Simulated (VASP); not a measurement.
Set up this calculation in VASP 6.6.1, as the native input.

```yaml
Task: single point
Functional: PBE
Potentials_or_basis: VASP PAW PBE potentials, release 64 (Ti_sv, Al)
Cutoff: 520 eV
k_mesh: 18 × 18 × 10
Occupations: gaussian, width 0.15 eV
Spin: no spin polarisation
Dipole_correction: no
Further_INCAR_settings: ALGO = Normal; EDIFF = 1e-06; NBANDS = 14
```

The structure of TiAl lies in POSCAR:

```
TiAl
1.0
    2.8089000000      0.0000000000      0.0000000000
   -1.4044500000      2.4325787567      0.0000000000
    0.0000000000      0.0000000000      5.2062000000
Ti Al
1 1
Direct
    0.0000000000      0.0000000000      0.0000000000
    0.3333333333      0.6666666667      0.5000000000
```

The input as run:

INCAR

```
ALGO = Normal ; EDIFF = 1E-6
ENCUT = 520 ; GGA = PE
ISIF = 2 ; ISMEAR = 0
LASPH = T ; LCHARG = T
LELF = T ; LREAL = F
LVHAR = T ; LWAVE = F
NBANDS = 14 ; NELM = 80
PREC = Accurate ; SIGMA = 0.15
```

KPOINTS

```
k-points
0
Gamma
  18 18 10
```

Potentials or basis: VASP PAW PBE potentials, release 64 (Ti_sv, Al).

The run is started by

```sh
$ cat potpaw_PBE.64/Ti_sv/POTCAR potpaw_PBE.64/Al/POTCAR > POTCAR
$ mpirun -np 1 vasp_std > vasp.out
```

Results of the run:

```json
{
  "Pressure": "-5.3 GPa",
  "Band gap on the k mesh": "zero (an odd number of electrons rules out a gap without spin polarisation)"
}
```

Caveat: the stress differs along the axes, from -19 to 1 GPa.

It took 2.2 min on 1 thread of Intel Xeon 8259CL, with other jobs on the host, peak memory 0.25 GiB.
